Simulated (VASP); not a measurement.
**AuCF: relaxation of cell and atoms with PBE**

The system is AuCF.

```
C Au F
1.0
     3.66781    0.00000    0.00000
     0.00000    3.66781    0.00000
     0.00000    0.00000    5.62944
C Au F
2 2 2
Cartesian
  0.0000 0.0000 0.0000
  1.8339 1.8339 0.0000
  1.8339 0.0000 1.1677
  0.0000 1.8339 4.4618
  1.8339 0.0000 3.3951
  0.0000 1.8339 2.2343
```

- Program: VASP 6.6.1
- Task: relaxation of cell and atoms
- Functional: PBE
- Potentials or basis: VASP PAW PBE potentials, release 64 (C, Au, F)
- Cutoff: 600 eV
- k mesh: 10 × 10 × 8
- Occupations: gaussian, width 0.1 eV
- Spin: no spin polarisation
- Dipole correction: no
- Further INCAR settings: ALGO = Normal; EDIFF = 1e-06; IBRION = 2; EDIFFG = -0.01; NSW = 100; ISIF = 3

```yaml
Relaxed_volume: 12.54 Å³/atom
Relaxed_cell: a = 3.644 Å, b = 3.644 Å, c = 5.666 Å, α = 90.00°, β = 90.00°, γ = 90.00°
Space_group_after_relaxing_to_0.05_Å: P4/nmm (No. 129)
Energy_gained_by_relaxing: 0.7 meV/atom
Ionic_steps: 4
Pressure_after_relaxing: 0.0 GPa
Largest_force_after_relaxing: 0.008 eV/Å
Band_gap_on_the_k_mesh: zero (band 22 reaches 5.90 eV, above the bottom of band 23 at 4.46 eV)
```

Forces on the atoms (eV/Å):
```
C    0.000  0.000  0.000
C    0.000  0.000  0.000
Au   0.000  0.000 -0.006
Au   0.000  0.000  0.006
F    0.000  0.000 -0.008
F    0.000  0.000  0.008
```

The path:
| step | energy change (eV) | largest force (eV/Å) | pressure (GPa) | volume (Å³) |
| --- | --- | --- | --- | --- |
| 1 | 0.0000 | 0.0647 | -0.54 | 75.73 |
| 2 | -0.0028 | 0.0676 | 0.15 | 75.27 |
| 3 | -0.0031 | 0.0693 | 0.50 | 75.05 |
| 4 | -0.0042 | 0.0076 | 0.00 | 75.23 |

Final structure:
```
C Au F
1.0
     3.64380    0.00000    0.00000
     0.00000    3.64380    0.00000
     0.00000    0.00000    5.66624
C Au F
2 2 2
Cartesian
  0.0000 0.0000 0.0000
  1.8219 1.8219 0.0000
  1.8219 0.0000 1.1854
  0.0000 1.8219 4.4808
  1.8219 0.0000 3.4168
  3.6438 1.8219 2.2494
```

Levels at points of the mesh, in eV from the Fermi level:
```tsv
k point	band 18	band 19	band 20	band 21	band 22	band 23	band 24	band 25	band 26
(0.00, 0.00, 0.00)	-2.44	-2.41	-1.38	-0.81	0.76	0.76	2.53	2.53	2.63
(0.50, 0.00, 0.00)	-2.44	-2.28	-2.28	-1.39	-1.39	1.36	1.36	1.66	1.66
(0.50, 0.50, 0.00)	-3.06	-2.52	-2.52	-1.37	-1.37	-0.63	-0.63	3.51	3.51
(0.00, 0.00, 0.50)	-2.46	-2.46	-1.33	-1.29	0.19	0.19	2.52	2.52	3.50
(0.50, 0.00, 0.50)	-2.54	-1.99	-1.99	-1.33	-1.33	1.32	1.32	1.33	1.33
(0.50, 0.50, 0.50)	-3.34	-2.37	-2.37	-1.93	-1.93	-0.21	-0.21	3.51	3.51
```

Wall time 5.9 min on 1 thread of AMD EPYC 9R14 (Zen 4), with other jobs on the host, peak memory 0.35 GiB.

Caveat: spin-orbit coupling is left out, which moves the levels of the heavy elements.
